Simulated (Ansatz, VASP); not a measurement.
# AlN in VASP and in Ansatz

File INCAR:

```
SYSTEM = AlN
PREC = Accurate ; ENCUT = 600
EDIFF = 1E-6 ; ISMEAR = 0
SIGMA = 0.05 ; LREAL = .FALSE.
LASPH = .TRUE. ; NELM = 120
ALGO = Normal ; ISIF = 2
LWAVE = .FALSE. ; LCHARG = .TRUE.
GGA = PS ; LELF = .TRUE.
LVHAR = .TRUE. ; NBANDS = 16
GGA_COMPAT = .FALSE.
```

File KPOINTS:

```
regular mesh
0
G
  12 12 6
  0 0 0
```

Contents of POSCAR:

```
AlN
1.0
    3.2382403522      0.0000000000      0.0000000000
   -1.6191201761      2.8043984086      0.0000000000
    0.0000000000      0.0000000000      4.7840798845
Al N
2 2
Direct
    0.3333333333      0.6666666667      0.0015080761
    0.6666666667      0.3333333333      0.5015080761
    0.3333333333      0.6666666667      0.3834919239
    0.6666666667      0.3333333333      0.8834919239
```

Input for Ansatz:

```yaml
crystal:
  lattice:
    - [3.2382403522, 0.0, 0.0]
    - [-1.6191201761, 2.8043984086, 0.0]
    - [0.0, 0.0, 4.7840798845]
  atoms:
    - { symbol: Al, position: [0.3333333333, 0.6666666667, 0.0015080761] }
    - { symbol: Al, position: [0.6666666667, 0.3333333333, 0.5015080761] }
    - { symbol: "N", position: [0.3333333333, 0.6666666667, 0.3834919239] }
    - { symbol: "N", position: [0.6666666667, 0.3333333333, 0.8834919239] }
basis:
  ecutwfc: 420
kpoints:
  mp_grid: { grid: [12, 12, 6] }
hamiltonian:
  xc: pbesol
scf:
  occupations: { method: gaussian, width: 0.05 }
output:
  forces: true
  stress: true
  eigenvalues: true
```

Change from the starting cell: strain +0.040 along x and y, -0.040 along z, atoms carried along.

Alike in both runs: task single point; functional PBEsol; k mesh 12 × 12 × 6; occupations gaussian, width 0.05 eV; no spin polarisation.

|  | VASP | Ansatz |
| --- | --- | --- |
| version | VASP 6.6.1 | Ansatz 0.2.0 |
| potentials or method | VASP PAW PBE potentials, release 64 (Al, N), cutoff 600 eV | scalar-relativistic, plane waves, PAW |
| valence electrons in the cell | 16 | 16 |

```tsv
	VASP	Ansatz	Ansatz less VASP
gap on the k mesh at the Fermi level (eV)	3.58	3.57	-0.011
least direct gap on the mesh (eV)	3.58	3.57	-0.011
pressure (GPa)	-6.3	-6.1	+0.17
traceless stress, the component that is largest in VASP (GPa)	20.16	19.89	-0.265
rms of the force components (eV/Å)	0.634	0.622	-0.0113
```

VASP's potentials were made for PBE, not for PBEsol. Atom by atom the forces differ by 0.011 eV/Å (rms over components). The functional is the same, so the differences come from potentials, cutoffs and numerics.
